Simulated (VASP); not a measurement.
# NbAs2 in VASP: single point with PBEsol

Aim: the single point of NbAs2 with PBEsol.

Program: VASP 6.6.1. These are calculated values, not measurements. Logs are shortened: lines on timing, memory, paths and dates and some standing lists are left out, and cuts for length are marked.

## Step 1: The cell of the first run

The cell holds a slab with vacuum, 12 atoms: a = 3.361 Å, b = 4.960 Å, c = 28.163 Å, α = 90.00°, β = 90.00°, γ = 109.81°.

## Step 2: Single point, PBEsol

Input file INCAR:

```
  ALGO = Fast
  DIPOL = 0.5 0.5 0.500
  EDIFF = 1E-6
  ENCUT = 520
  GGA = PS
  IDIPOL = 3
  ISIF = 2
  ISMEAR = 0
  ISYM = 0
  LASPH = T
  LCHARG = T
  LDIPOL = T
  LELF = T
  LREAL = F
  LVACPOTAV = T
  LVHAR = T
  LWAVE = F
  NBANDS = 58
  NELM = 80
  PREC = Accurate
  SIGMA = 0.1
```

Input file KPOINTS:

```
k-points
0
Gamma
  11 8 1
```

Input file POSCAR:

```
NbAs2
1.0
    3.3613228709      0.0000000000      0.0000000000
   -1.6806614354      4.6665248491      0.0000000000
    0.0000000000      0.0000000000     28.1629699021
As Nb
8 4
Direct
    0.3853704857      0.7351389597      0.2834035799
    0.9978884015      0.9589893463      0.3519507974
    0.2717632942      0.5077449440      0.4045594380
    0.9657782413      0.8948141387      0.4926065560
    0.7053719748      0.3741529424      0.5073934217
    0.3993868393      0.7612219942      0.5954405427
    0.6732617313      0.3099774975      0.6480492979
    0.2857797029      0.5338282296      0.7165963966
    0.7149845441      0.3938948280      0.3314114559
    0.5566995117      0.0768824461      0.4268720159
    0.1144506817      0.1920845974      0.5731279823
    0.9561657461      0.8750723856      0.6685885156
```

Potentials or basis: VASP PAW PBE potentials, release 64 (As, Nb_sv).

On the command line:

```bash
cat potpaw_PBE.64/As/POTCAR potpaw_PBE.64/Nb_sv/POTCAR > POTCAR
mpirun -np 1 vasp_std > vasp.out
```

OUTCAR:

```text
EDIFF = 1E-6
   ENCUT = 520
   GGA = PS
   ISIF = 2
   ISMEAR = 0
   ISYM = 0
   LASPH = T
   LREAL = F
   NELM = 80
   PREC = Accurate

 ion  position               nearest neighbor table
   1  0.385  0.735  0.283-   9 2.68   9 2.68   2 2.76   2 2.77
   2  0.998  0.959  0.352-   9 2.70   9 2.70   9 2.70  10 2.75  10 2.75   1 2.76   1 2.77
   3  0.272  0.508  0.405-  10 2.69  10 2.70   9 2.71   9 2.71  10 2.73
   4  0.966  0.895  0.493-   5 2.47  10 2.64  10 2.64  11 2.66   5 2.83   5 2.83
   5  0.705  0.374  0.507-   4 2.47  11 2.64  11 2.64  10 2.66   4 2.83   4 2.83
   6  0.399  0.761  0.595-  11 2.69  11 2.70  12 2.71  12 2.71  11 2.73
   7  0.673  0.310  0.648-  12 2.70  12 2.70  12 2.70  11 2.75  11 2.75   8 2.76   8 2.77
   8  0.286  0.534  0.717-  12 2.68  12 2.68   7 2.76   7 2.77
   9  0.715  0.394  0.331-   1 2.68   1 2.68   2 2.70   2 2.70   2 2.70   3 2.71   3 2.71
  10  0.557  0.077  0.427-   4 2.64   4 2.64   5 2.66   3 2.69   3 2.70   3 2.73   2 2.75   2 2.75

  11  0.114  0.192  0.573-   5 2.64   5 2.64   4 2.66   6 2.69   6 2.70   6 2.73   7 2.75   7 2.75

  12  0.956  0.875  0.669-   8 2.68   8 2.68   7 2.70   7 2.70   7 2.70   6 2.71   6 2.71

IMPORTANT INFORMATION: All symmetrisations will be switched off!
NOSYMM: (Re-)initialisation of all symmetry stuff for point group C_1.

----------------------------------------------------------------------------------------

                                     Primitive cell

  volume of cell :     441.7558

  direct lattice vectors                    reciprocal lattice vectors
     3.361322871  0.000000000  0.000000000     0.297501918  0.107146113  0.000000000
    -1.680661435  4.666524849  0.000000000     0.000000000  0.214292227  0.000000000
     0.000000000  0.000000000 28.162969902     0.000000000  0.000000000  0.035507619

  length of vectors
     3.361322871  4.959947281 28.162969902     0.316208287  0.214292227  0.035507619

  position of ions in fractional coordinates (direct lattice)
     0.385370486  0.735138960  0.283403580
     0.997888401  0.958989346  0.351950797
     0.271763294  0.507744944  0.404559438
     0.965778241  0.894814139  0.492606556
     0.705371975  0.374152942  0.507393422
     0.399386839  0.761221994  0.595440543
     0.673261731  0.309977498  0.648049298
     0.285779703  0.533828230  0.716596397
     0.714984544  0.393894828  0.331411456
     0.556699512  0.076882446  0.426872016
     0.114450682  0.192084597  0.573127982
     0.956165746  0.875072386  0.668588516

  ion indices of the primitive-cell ions
   primitive index   ion index
                 1           1
                 2           2
                 3           3
                 4           4
                 5           5
                 6           6
                 7           7
                 8           8
                 9           9
                10          10
                11          11
                12          12

----------------------------------------------------------------------------------------

 KPOINTS: k-points

Automatic generation of k-mesh.
 Grid dimensions read from file:
 generate k-points for:   11    8    1

 Generating k-lattice:

  Cartesian coordinates                     Fractional coordinates (reciprocal lattice)
     0.027045629  0.009740556  0.000000000     0.090909091 -0.000000000  0.000000000
     0.000000000  0.026786528  0.000000000     0.000000000  0.125000000  0.000000000
     0.000000000  0.000000000  0.035507619     0.000000000  0.000000000  1.000000000

  Length of vectors
     0.028746208  0.026786528  0.035507619

  Shift w.r.t. Gamma in fractional coordinates (k-lattice)
     0.000000000  0.000000000  0.000000000

 -----------------------------------------------------------------------------
|                                                                             |
|           W    W    AA    RRRRR   N    N  II  N    N   GGGG   !!!           |
|           W    W   A  A   R    R  NN   N  II  NN   N  G    G  !!!           |
|           W    W  A    A  R    R  N N  N  II  N N  N  G       !!!           |
|           W WW W  AAAAAA  RRRRR   N  N N  II  N  N N  G  GGG   !            |
|           WW  WW  A    A  R   R   N   NN  II  N   NN  G    G                |
|           W    W  A    A  R    R  N    N  II  N    N   GGGG   !!!           |
|                                                                             |
|     Your reciprocal lattice and k-lattice belong to different lattice       |
|     classes:                                                                |
|                                                                             |
|        The reciprocal lattice is base centered orthorhombic,                |
|        whereas your k-lattice is simple monoclinic.                         |
|                                                                             |
|     Results are often still useful ...                                      |
|                                                                             |
 -----------------------------------------------------------------------------

 WARNING: IBZKPT: internal override: KBLOWUP is changed to .FALSE.
      ... skipping the blow-up phase ...

 Subroutine IBZKPT returns following result:
 ===========================================

 Found     45 irreducible k-points:

 Following reciprocal coordinates:
            Coordinates               Weight
  0.000000  0.000000  0.000000      1.000000
  0.090909 -0.000000  0.000000      2.000000
  0.181818  0.000000  0.000000      2.000000
  0.272727  0.000000  0.000000      2.000000
  0.363636  0.000000  0.000000      2.000000
  0.454545  0.000000  0.000000      2.000000
[... 16 lines left out ...]
  0.454545  0.250000  0.000000      2.000000
 -0.454545  0.250000  0.000000      2.000000
 [... further k-points ...]
   k-points           NKPTS =     45   k-points in BZ     NKDIM =     45   number of bands    NBANDS=     58
   number of dos      NEDOS =    301   number of ions     NIONS =     12
   total plane-waves  NPLWV = 235200
   dimension x,y,z NGX =    28 NGY =   40 NGZ =  210
   dimension x,y,z NGXF=    56 NGYF=   80 NGZF=  420
   ions per type =               8   4
   NGX,Y,Z   is equivalent  to a cutoff of  13.85, 13.41, 12.40 a.u.
   NGXF,Y,Z  is equivalent  to a cutoff of  27.70, 26.81, 24.79 a.u.
 SYSTEM =  unknown system
   PREC   = accura    normal or accurate (medium, high low for compatibility)
   ISTART =      0    job   : 0-new  1-cont  2-samecut
   ICHARG =      2    charge: 1-file 2-atom 10-const
   ISPIN  =      1    spin polarized calculation?
   LNONCOLLINEAR =      F non collinear calculations
   LSORBIT =      F    spin-orbit coupling
   LASPH  =      T    aspherical Exc in radial PAW
   ENCUT  =  520.0 eV  38.22 Ry    6.18 a.u.   6.25  9.22 52.36*2*pi/ulx,y,z
   NELM   =     80;   NELMIN=  2; NELMDL= -5     # of ELM steps
   EDIFF  = 0.1E-05   stopping-criterion for ELM
   LREAL  =      F    real-space projection
   EDIFFG = 0.1E-04   stopping-criterion for IOM
   NSW    =      0    number of steps for IOM
   IBRION =     -1    ionic relax: 0-MD 1-quasi-New 2-CG
   NFREE  =      0    steps in history (QN), initial steepest desc. (CG)
   ISIF   =      2    stress and relaxation
   ISYM   =      0    0-nonsym 1-usesym 2-fastsym
   POTIM  = 0.5000    time-step for ionic-motion
   TEBEG  =    0.0;   TEEND  =   0.0 temperature during run
   PSTRESS=    0.0 pullay stress
   NELECT =      92.0000    total number of electrons
   NUPDOWN=      -1.0000    fix difference up-down
   EMIN   =  10.00;   EMAX   =-10.00  energy-range for DOS
   EFERMI =   0.00;   METHOD = LEGACY
   ISMEAR =     0;   SIGMA  =   0.10  broadening in eV -4-tet -1-fermi 0-gaus
   EFERMI_NEDOS =   21; number of points for ismear=-14 and -15
   IALGO  =     68    algorithm
   IMIX   =      4    mixing-type and parameters
     AMIX     =   0.40;   BMIX     =  1.00
     AMIX_MAG =   1.60;   BMIX_MAG =  1.00
  volume/ion in A,a.u.               =      36.81       248.43
  Fermi-wavevector in a.u.,A,eV,Ry     =   0.970383  1.833759 12.811843  0.941644
  Thomas-Fermi vector in A             =   2.100514
   LORBIT       =      0    0 simple, 1 ext, 2 COOP (PROOUT), +10 PAW based schemes
   GGA     = PS    functional components
   LHFCALC =     F    Hartree Fock is set to
   AEXX    =    0.0000 exact exchange contribution
   IVDW    =     0    specifies the selected vdW correction
   LEPSILON=     F    determine dielectric tensor
   LRPA    =     F    only Hartree local field effects (RPA)
 non-spin polarized calculation
 RMM-DIIS sequential band-by-band and
 Gauss-broadening in eV      SIGMA  =   0.10
  energy-cutoff  :      520.00
  volume of cell :      441.76
 maximum number of plane-waves:     11931
 NGX is ok and might be reduce to    28
   NGX = 13   NGY = 19   NGZ =105

 dipolmoment           0.000000      0.000000      0.000075 electrons x Angstroem

 number of electron      92.0000004 magnetization

 dipolmoment           0.000000      0.000000     -0.000018 electrons x Angstroem

 Free energy of the ion-electron system (eV)
  ---------------------------------------------------
  ext. energy  EPLUGINS =         0.00000000
  ---------------------------------------------------
  free energy    TOTEN  =       -88.71520327 eV

  energy without entropy =      -88.68401534  energy(sigma->0) =      -88.69960931

 E-fermi :   1.5349     XC(G=0):  -6.1984

 val. band max:        1.5326957866   @ k =   0.1818   0.3750   0.0000
 cond. band min:       1.5580478288   @ k =   0.0000   0.3750   0.0000
 fundamental gap:      0.0253520422
 Fermi energy:         1.5348871056

 k-point     1 :       0.0000    0.0000    0.0000
  band No.  band energies     occupation
      1     -53.5225      2.00000
      2     -53.5220      2.00000
      3     -53.3159      2.00000
      4     -53.3150      2.00000
      5     -29.7409      2.00000
      6     -29.7403      2.00000
[... 50 lines left out ...]
     57       4.3363      0.00000
     58       4.5524      0.00000

 k-point     2 :       0.0909   -0.0000    0.0000
  band No.  band energies     occupation
      1     -53.5212      2.00000
      2     -53.5207      2.00000
      3     -53.3146      2.00000
      4     -53.3137      2.00000
      5     -29.7387      2.00000
      6     -29.7381      2.00000
[... 50 lines left out ...]
     57       4.5225      0.00000
     58       4.8062      0.00000

 k-point     3 :       0.1818    0.0000    0.0000
  band No.  band energies     occupation
      1     -53.5178      2.00000
      2     -53.5173      2.00000
      3     -53.3111      2.00000
      4     -53.3103      2.00000
      5     -29.7329      2.00000
      6     -29.7323      2.00000
[... 1216 lines left out ...]
      3     -53.2999      2.00000
      4     -53.2992      2.00000
      5     -29.7326      2.00000
      6     -29.7322      2.00000
[... 50 lines left out ...]
     57       4.5131      0.00000
     58       4.8115      0.00000

 k-point    24 :      -0.4545    0.2500    0.0000
  band No.  band energies     occupation
      1     -53.5068      2.00000
      2     -53.5063      2.00000
      3     -53.2999      2.00000
      4     -53.2992      2.00000
      5     -29.7326      2.00000
      6     -29.7321      2.00000
[... 50 lines left out ...]
     57       4.6557      0.00000
     58       4.9796      0.00000

 [... further k-points ...]

------------------------ aborting loop because EDIFF is reached ----------------------------------------

  FORCE on cell =-STRESS in cart. coord.  units (eV):
  Direction    XX          YY          ZZ          XY          YZ          ZX
  --------------------------------------------------------------------------------------
  -------------------------------------------------------------------------------------
  Total       -5.3595823     -7.9115740      0.1653297     -0.0082210      0.0394488      0.0006377
  in kB      -19.4383440    -28.6940078      0.5996242     -0.0298162      0.1430744      0.0023129
  external PRESSURE =     -15.8442425 kB  Pullay stress =       0.0000000 kB

 VOLUME and BASIS-vectors are now :
 -----------------------------------------------------------------------------
  energy-cutoff  :      520.00
  volume of cell :      441.76
      direct lattice vectors                 reciprocal lattice vectors
     3.361322871  0.000000000  0.000000000     0.297501918  0.107146113  0.000000000
    -1.680661435  4.666524849  0.000000000     0.000000000  0.214292227  0.000000000
     0.000000000  0.000000000 28.162969902     0.000000000  0.000000000  0.035507619

 POSITION                                       TOTAL-FORCE (eV/Angst)
 -----------------------------------------------------------------------------------
      0.05983      3.43054      7.98149        -0.000305     -0.000778     -0.024781
      1.74249      4.47515      9.91198         0.000257      0.000816      0.015651
      0.06014      2.36940     11.39360        -0.000069      0.009573      0.008725
      1.74241      4.17567     13.87326         0.000112      0.019311     -0.006615
      1.74216      1.74599     14.28971        -0.000129     -0.019361      0.006321
      0.06311      3.55226     16.76937        -0.000010     -0.009774     -0.008678
      1.74208      1.44652     18.25099        -0.000196     -0.000892     -0.016100
      0.06341      2.49112     20.18148         0.000328      0.001253      0.024568
      1.74129      1.83812      9.33353         0.000195     -0.003666      0.000605
      1.74203      0.35877     12.02198        -0.000082     -0.009633     -0.011306
      0.06188      0.89637     16.14099         0.000111      0.009390      0.011506
      1.74328      4.08355     18.82944        -0.000213      0.003762      0.000104
 -----------------------------------------------------------------------------------
    total drift:                               -0.000026      0.000032      0.001498

  FREE ENERGIE OF THE ION-ELECTRON SYSTEM (eV)
  ---------------------------------------------------
  free  energy   TOTEN  =       -88.7152032695 eV

  energy  without entropy=      -88.6840153435  energy(sigma->0) =      -88.69960931

 vacuum level on the upper side and lower side of the slab         6.438         6.438
```

Wall time 1.7 h (1 thread of Oxide Virtual Turin-like, shared host); peak memory 1 GiB.

What came out:

* Free energy: -88.7152 eV
* Largest force: 0.025 eV/Å
* Band gap on the k mesh: zero (bands 46 and 47 overlap by 0.81 eV)

Forces in eV/Å, atoms in the order of the input:
```
As   0.000 -0.001 -0.025
As   0.000  0.001  0.016
As   0.000  0.010  0.009
As   0.000  0.019 -0.007
As   0.000 -0.019  0.006
As   0.000 -0.010 -0.009
As   0.000 -0.001 -0.016
As   0.000  0.001  0.025
Nb   0.000 -0.004  0.001
Nb   0.000 -0.010 -0.011
Nb   0.000  0.009  0.012
Nb   0.000  0.004  0.000
```

Caveat: the PAW data sets were made with another functional, which shifts forces and pressure a little.

The gap in the log of VASP goes by the Fermi energy; the results here count the filled bands.